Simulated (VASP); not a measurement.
# Ir (Fm-3m) in VASP: a series of runs

Runs on Ir. Level: PBEsol. Tasks: single point.

Everything below comes from runs of VASP 6.6.1. Logs are shortened: lines on timing, memory, paths and dates and some standing lists are left out, and cuts for length are marked.

### Step 1. The cell of the first run

The structure is cubic, space group Fm-3m (No. 225). Conventional cell: a = 3.839 Å, b = 3.839 Å, c = 3.839 Å, α = 90.00°, β = 90.00°, γ = 90.00°. Ir (site symmetry m-3m) has 12 Ir at 2.71 Å within 3.6 Å.

### Step 2. Single point, PBEsol

INCAR reads:

```
ALGO = Normal
EDIFF = 1E-6
ENCUT = 520
GGA = PS
ISIF = 2
ISMEAR = 0
LASPH = T
LCHARG = T
LELF = T
LREAL = F
LVHAR = T
LWAVE = F
NBANDS = 10
NELM = 60
PREC = Accurate
SIGMA = 0.15
```

KPOINTS reads:

```
k-points
0
Gamma
  22 22 22
```

POSCAR reads:

```
Ir
1.0
    0.0000000000      1.9197000000      1.9197000000
    1.9197000000      0.0000000000      1.9197000000
    1.9197000000      1.9197000000      0.0000000000
Ir
1
Direct
    0.0000000000      0.0000000000      0.0000000000
```

Potentials or basis: VASP PAW PBE potentials, release 64 (Ir).

Command:

```bash
$ cat potpaw_PBE.64/Ir/POTCAR > POTCAR
$ mpirun -np 1 vasp_std > vasp.out
```

OUTCAR:

```text
EDIFF = 1E-6
   ENCUT = 520
   GGA = PS
   ISIF = 2
   ISMEAR = 0
   LASPH = T
   LREAL = F
   NELM = 60
   PREC = Accurate

 ion  position               nearest neighbor table
   1  0.000  0.000  0.000-

  LATTYP: Found a face centered cubic cell.
 ALAT       =     3.8394000000

  Lattice vectors:

 A1 = (   0.0000000000,   1.9197000000,   1.9197000000)
 A2 = (   1.9197000000,   0.0000000000,   1.9197000000)
 A3 = (   1.9197000000,   1.9197000000,   0.0000000000)

Analysis of symmetry for initial positions (statically):
=====================================================================
 Subroutine PRICEL returns:
 Original cell was already a primitive cell.

 Routine SETGRP: Setting up the symmetry group for a
 face centered cubic supercell.

 Subroutine GETGRP returns: Found 48 space group operations
 (whereof 48 operations were pure point group operations)
 out of a pool of 48 trial point group operations.

The static configuration has the point symmetry O_h .

Analysis of symmetry for dynamics (positions and initial velocities):
=====================================================================
 Subroutine PRICEL returns:
 Original cell was already a primitive cell.

 Routine SETGRP: Setting up the symmetry group for a
 face centered cubic supercell.

 Subroutine GETGRP returns: Found 48 space group operations
 (whereof 48 operations were pure point group operations)
 out of a pool of 48 trial point group operations.

The dynamic configuration has the point symmetry O_h .

 Subroutine INISYM returns: Found 48 space group operations
 (whereof 48 operations are pure point group operations),
 and found     1 'primitive' translations

----------------------------------------------------------------------------------------

                                     Primitive cell

  volume of cell :      14.1491

  direct lattice vectors                    reciprocal lattice vectors
     0.000000000  1.919700000  1.919700000    -0.260457363  0.260457363  0.260457363
     1.919700000  0.000000000  1.919700000     0.260457363 -0.260457363  0.260457363
     1.919700000  1.919700000  0.000000000     0.260457363  0.260457363 -0.260457363

  length of vectors
     2.714865776  2.714865776  2.714865776     0.451125386  0.451125386  0.451125386

  position of ions in fractional coordinates (direct lattice)
     0.000000000  0.000000000  0.000000000

  ion indices of the primitive-cell ions
   primitive index   ion index
                 1           1

----------------------------------------------------------------------------------------

 KPOINTS: k-points

Automatic generation of k-mesh.
 Grid dimensions read from file:
 generate k-points for:   22   22   22

 Generating k-lattice:

  Cartesian coordinates                     Fractional coordinates (reciprocal lattice)
    -0.011838971  0.011838971  0.011838971     0.045454545  0.000000000  0.000000000
     0.011838971 -0.011838971  0.011838971     0.000000000  0.045454545  0.000000000
     0.011838971  0.011838971 -0.011838971     0.000000000  0.000000000  0.045454545

  Length of vectors
     0.020505699  0.020505699  0.020505699

  Shift w.r.t. Gamma in fractional coordinates (k-lattice)
     0.000000000  0.000000000  0.000000000

 Subroutine IBZKPT returns following result:
 ===========================================

 Found    328 irreducible k-points:

 Following reciprocal coordinates:
            Coordinates               Weight
  0.000000  0.000000  0.000000      1.000000
  0.045455  0.000000  0.000000      8.000000
  0.090909  0.000000  0.000000      8.000000
  0.136364  0.000000  0.000000      8.000000
  0.181818  0.000000  0.000000      8.000000
  0.227273  0.000000  0.000000      8.000000
[... 16 lines left out ...]
  0.500000  0.045455  0.000000     24.000000
 -0.454545  0.045455  0.000000     24.000000
 [... further k-points ...]
   k-points           NKPTS =    328   k-points in BZ     NKDIM =    328   number of bands    NBANDS=     10
   number of dos      NEDOS =    301   number of ions     NIONS =      1
   total plane-waves  NPLWV =   8000
   dimension x,y,z NGX =    20 NGY =   20 NGZ =   20
   dimension x,y,z NGXF=    40 NGYF=   40 NGZF=   40
   ions per type =               1
   NGX,Y,Z   is equivalent  to a cutoff of  12.25, 12.25, 12.25 a.u.
   NGXF,Y,Z  is equivalent  to a cutoff of  24.49, 24.49, 24.49 a.u.
 SYSTEM =  unknown system
   PREC   = accura    normal or accurate (medium, high low for compatibility)
   ISTART =      0    job   : 0-new  1-cont  2-samecut
   ICHARG =      2    charge: 1-file 2-atom 10-const
   ISPIN  =      1    spin polarized calculation?
   LNONCOLLINEAR =      F non collinear calculations
   LSORBIT =      F    spin-orbit coupling
   LASPH  =      T    aspherical Exc in radial PAW
   ENCUT  =  520.0 eV  38.22 Ry    6.18 a.u.   5.05  5.05  5.05*2*pi/ulx,y,z
   NELM   =     60;   NELMIN=  2; NELMDL= -5     # of ELM steps
   EDIFF  = 0.1E-05   stopping-criterion for ELM
   LREAL  =      F    real-space projection
   EDIFFG = 0.1E-04   stopping-criterion for IOM
   NSW    =      0    number of steps for IOM
   IBRION =     -1    ionic relax: 0-MD 1-quasi-New 2-CG
   NFREE  =      0    steps in history (QN), initial steepest desc. (CG)
   ISIF   =      2    stress and relaxation
   ISYM   =      2    0-nonsym 1-usesym 2-fastsym
   POTIM  = 0.5000    time-step for ionic-motion
   TEBEG  =    0.0;   TEEND  =   0.0 temperature during run
   PSTRESS=    0.0 pullay stress
   NELECT =       9.0000    total number of electrons
   NUPDOWN=      -1.0000    fix difference up-down
   EMIN   =  10.00;   EMAX   =-10.00  energy-range for DOS
   EFERMI =   0.00;   METHOD = LEGACY
   ISMEAR =     0;   SIGMA  =   0.15  broadening in eV -4-tet -1-fermi 0-gaus
   EFERMI_NEDOS =   21; number of points for ismear=-14 and -15
   IALGO  =     38    algorithm
   IMIX   =      4    mixing-type and parameters
     AMIX     =   0.40;   BMIX     =  1.00
     AMIX_MAG =   1.60;   BMIX_MAG =  1.00
  volume/ion in A,a.u.               =      14.15        95.48
  Fermi-wavevector in a.u.,A,eV,Ry     =   1.407923  2.660589 26.970118  1.982248
  Thomas-Fermi vector in A             =   2.530133
   LORBIT       =      0    0 simple, 1 ext, 2 COOP (PROOUT), +10 PAW based schemes
   GGA     = PS    functional components
   LHFCALC =     F    Hartree Fock is set to
   AEXX    =    0.0000 exact exchange contribution
   IVDW    =     0    specifies the selected vdW correction
   LEPSILON=     F    determine dielectric tensor
   LRPA    =     F    only Hartree local field effects (RPA)
 non-spin polarized calculation
 Gauss-broadening in eV      SIGMA  =   0.15
  energy-cutoff  :      520.00
  volume of cell :       14.15
 maximum number of plane-waves:       392
   NGX =  9   NGY =  9   NGZ =  9

 number of electron       9.0000000 magnetization

 Free energy of the ion-electron system (eV)
  ---------------------------------------------------
  ext. energy  EPLUGINS =         0.00000000
  ---------------------------------------------------
  free energy    TOTEN  =        -9.82158901 eV

  energy without entropy =       -9.80935198  energy(sigma->0) =       -9.81547049

 E-fermi :  10.2144     XC(G=0): -14.1011

 val. band max:       10.2107476710   @ k =  -0.1818   0.1364   0.0455
 cond. band min:      10.2175891888   @ k =   0.4091   0.1818   0.0455
 fundamental gap:      0.0068415178
 Fermi energy:        10.2144103350

 k-point     1 :       0.0000    0.0000    0.0000
  band No.  band energies     occupation
      1      -0.9454      2.00000
      2       6.3402      2.00000
      3       6.3402      2.00000
      4       6.3402      2.00000
      5       9.0545      2.00000
      6       9.0545      2.00000
      7      24.5637      0.00000
      8      30.1353      0.00000
      9      30.1353      0.00000
     10      30.1353      0.00000

 k-point     2 :       0.0455    0.0000    0.0000
  band No.  band energies     occupation
      1      -0.8530      2.00000
      2       6.2898      2.00000
      3       6.3809      2.00000
      4       6.3809      2.00000
      5       9.0275      2.00000
      6       9.0275      2.00000
      7      24.7248      0.00000
      8      29.6065      0.00000
      9      30.2875      0.00000
     10      30.2875      0.00000

 k-point     3 :       0.0909    0.0000    0.0000
  band No.  band energies     occupation
      1      -0.5820      2.00000
      2       6.1533      2.00000
      3       6.4931      2.00000
      4       6.4931      2.00000
      5       8.9609      2.00000
      6       8.9609      2.00000
      7      25.1818      0.00000
      8      28.4788      0.00000
      9      30.7343      0.00000
     10      30.7343      0.00000

 k-point     4 :       0.1364    0.0000    0.0000
  band No.  band energies     occupation
      1      -0.1525      2.00000
      2       5.9722      2.00000
      3       6.6436      2.00000
      4       6.6436      2.00000
      5       8.8988      2.00000
      6       8.8988      2.00000
      7      25.8404      0.00000
      8      27.2224      0.00000
      9      31.4479      0.00000
     10      31.4479      0.00000
[... 222 lines left out ...]
 k-point    22 :       0.4545    0.0455    0.0000
  band No.  band energies     occupation
      1       2.1844      2.00000
      2       6.2072      2.00000
      3       6.3691      2.00000
      4       8.5092      2.00000
      5      11.0824      0.00000
      6      11.1982      0.00000
      7      18.2183      0.00000
      8      24.4550      0.00000
      9      30.0624      0.00000
     10      30.4771      0.00000

 k-point    23 :       0.5000    0.0455    0.0000
  band No.  band energies     occupation
      1       2.1802      2.00000
      2       6.1677      2.00000
      3       6.3143      2.00000
      4       8.9960      2.00000
      5      11.1518      0.00000
      6      11.5507      0.00000
      7      17.4790      0.00000
      8      24.2609      0.00000
      9      29.8964      0.00000
     10      29.9058      0.00000

 k-point    24 :      -0.4545    0.0455    0.0000
  band No.  band energies     occupation
      1       2.1822      2.00000
      2       6.1870      2.00000
      3       6.3137      2.00000
      4       8.9109      2.00000
      5      11.0129      0.00000
      6      11.5775      0.00000
      7      17.6414      0.00000
      8      24.3001      0.00000
      9      29.7516      0.00000
     10      30.2069      0.00000

 [... further k-points ...]

------------------------ aborting loop because EDIFF is reached ----------------------------------------

  FORCE on cell =-STRESS in cart. coord.  units (eV):
  Direction    XX          YY          ZZ          XY          YZ          ZX
  --------------------------------------------------------------------------------------
  -------------------------------------------------------------------------------------
  Total       -0.1454094     -0.1454094     -0.1454094      0.0000000      0.0000000      0.0000000
  in kB      -16.4654228    -16.4654228    -16.4654228      0.0000000      0.0000000      0.0000000
  external PRESSURE =     -16.4654228 kB  Pullay stress =       0.0000000 kB

 VOLUME and BASIS-vectors are now :
 -----------------------------------------------------------------------------
  energy-cutoff  :      520.00
  volume of cell :       14.15
      direct lattice vectors                 reciprocal lattice vectors
     0.000000000  1.919700000  1.919700000    -0.260457363  0.260457363  0.260457363
     1.919700000  0.000000000  1.919700000     0.260457363 -0.260457363  0.260457363
     1.919700000  1.919700000  0.000000000     0.260457363  0.260457363 -0.260457363

 POSITION                                       TOTAL-FORCE (eV/Angst)
 -----------------------------------------------------------------------------------
      0.00000      0.00000      0.00000         0.000000      0.000000     -0.000000
 -----------------------------------------------------------------------------------
    total drift:                               -0.000000     -0.000000     -0.000000

  FREE ENERGIE OF THE ION-ELECTRON SYSTEM (eV)
  ---------------------------------------------------
  free  energy   TOTEN  =        -9.8215890081 eV

  energy  without entropy=       -9.8093519802  energy(sigma->0) =       -9.81547049
```

Wall time 66 s (1 thread of AMD EPYC 7R13, shared host); peak memory 0.14 GiB.

What came out:

- Free energy: -9.8216 eV
- Pressure: -1.6 GPa

Caveat: the PAW data sets were made with another functional, which shifts forces and pressure a little; spin-orbit coupling is left out, which moves the levels of the heavy elements.

### Step 3. Single point, PBEsol

INCAR reads:

```
PREC     = Accurate       # precision mode
ENCUT    = 520            # plane-wave cutoff, eV
EDIFF    = 1E-6           # SCF threshold, eV
ISMEAR   = 0              # smearing method
SIGMA    = 0.15           # smearing width, eV
LREAL    = False          # projectors in reciprocal space
LASPH    = True           # aspherical terms in the spheres
NELM     = 60             # most SCF steps
ALGO     = Fast           # electronic algorithm
ISIF     = 2              # what is computed and relaxed
LWAVE    = False          # write WAVECAR
LCHARG   = False          # write CHGCAR
GGA      = PS             # functional
NBANDS   = 10             # bands
```

KPOINTS reads:

```
regular mesh
0
Gamma
  24 24 24
```

POSCAR is that of step 2.

Potentials or basis: VASP PAW PBE potentials, release 64 (Ir).

Command:

```bash
$ cat potpaw_PBE.64/Ir/POTCAR > POTCAR
$ mpirun -np 1 vasp_std > vasp.out
```

It took 2 min on 1 thread of AMD EPYC 7R13, shared host; peak memory 0.15 GiB.

The run converged. Its results:

* Free energy: -9.8239 eV
* Pressure: -1.8 GPa

Levels at points of the mesh, in eV from the Fermi level:
| k point | band 2 | band 3 | band 4 | band 5 | band 6 | band 7 |
| --- | --- | --- | --- | --- | --- | --- |
| (0.00, 0.00, 0.00) | -3.90 | -3.90 | -3.90 | -1.19 | -1.19 | 14.32 |
| (0.50, 0.00, 0.00) | -4.00 | -4.00 | -0.82 | 0.90 | 0.90 | 7.22 |
| (0.50, 0.50, 0.00) | -7.37 | 0.88 | 1.48 | 1.48 | 1.64 | 10.46 |

Caveat: the PAW data sets were made with another functional, which shifts forces and pressure a little; spin-orbit coupling is left out, which moves the levels of the heavy elements.

(Part 1 of 2 ends here.)
